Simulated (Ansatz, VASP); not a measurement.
## Si: VASP beside Ansatz

File INCAR:

```
PREC = Accurate
ENCUT = 520
EDIFF = 1E-7
ISMEAR = 0
SIGMA = 0.15
LREAL = False
LASPH = True
NELM = 60
ALGO = Fast
ISIF = 2
LWAVE = False
LCHARG = False
GGA = PE
NBANDS = 26
```

KPOINTS

```
regular mesh
0
Gamma
  10 10 10
```

File POSCAR:

```
Si
1.0
   -3.2981651188      3.2981651188      3.5742215392
    3.2981651188     -3.2981651188      3.5742215392
    3.2981651188      3.2981651188     -3.5742215392
Si
8
Direct
    0.2028545115      0.2028545115      0.2028545115
    0.5000000000      0.0000000000      0.2971454885
    0.2971454885      0.5000000000      0.0000000000
    0.0000000000      0.2971454885      0.5000000000
    0.7971454885      0.7971454885      0.7971454885
    0.5000000000      0.0000000000      0.7028545115
    0.7028545115      0.5000000000      0.0000000000
    0.0000000000      0.7028545115      0.5000000000
```

Input for Ansatz:

```yaml
crystal:
  lattice:
    - [-3.2981651188, 3.2981651188, 3.5742215392]
    - [3.2981651188, -3.2981651188, 3.5742215392]
    - [3.2981651188, 3.2981651188, -3.5742215392]
  atoms:
    - { symbol: Si, position: [0.2028545115, 0.2028545115, 0.2028545115] }
    - { symbol: Si, position: [0.5, 0.0, 0.2971454885] }
    - { symbol: Si, position: [0.2971454885, 0.5, 0.0] }
    - { symbol: Si, position: [0.0, 0.2971454885, 0.5] }
    - { symbol: Si, position: [0.7971454885, 0.7971454885, 0.7971454885] }
    - { symbol: Si, position: [0.5, 0.0, 0.7028545115] }
    - { symbol: Si, position: [0.7028545115, 0.5, 0.0] }
    - { symbol: Si, position: [0.0, 0.7028545115, 0.5] }
basis:
  ecutwfc: 420
kpoints:
  mp_grid: { grid: [10, 10, 10] }
hamiltonian:
  xc: pbe
  pseudopotentials: { kind: paw, azcp: { folder: soft_1 } }
scf:
  occupations: { method: gaussian, width: 0.15 }
output:
  forces: true
  stress: true
  eigenvalues: true
```

Alike in both runs: task single point; functional PBE; k mesh 10 × 10 × 10; occupations gaussian, width 0.15 eV; no spin polarisation.

|  | VASP | Ansatz |
| --- | --- | --- |
| version | VASP 6.6.1 | Ansatz 0.2.0 |
| potentials or method | VASP PAW PBE potentials, release 64 (Si), cutoff 520 eV | scalar-relativistic, plane waves, PAW |
| valence electrons in the cell | 32 | 32 |

Ansatz gave:

* gap on the k mesh at the Fermi level (eV): none
* pressure (GPa): -4.2
* traceless stress, the component that is largest in VASP (GPa): -7.24
* rms of the force components (eV/Å): 0.215

Question: Which values does VASP return?

Answer: gap on the k mesh at the Fermi level (eV): none; pressure (GPa): -4.2; traceless stress, the component that is largest in VASP (GPa): -7.26; rms of the force components (eV/Å): 0.215.

Atom by atom the forces differ by 0.001 eV/Å (rms over components). A gap of «none» marks a metal or a gap that the smearing closes.
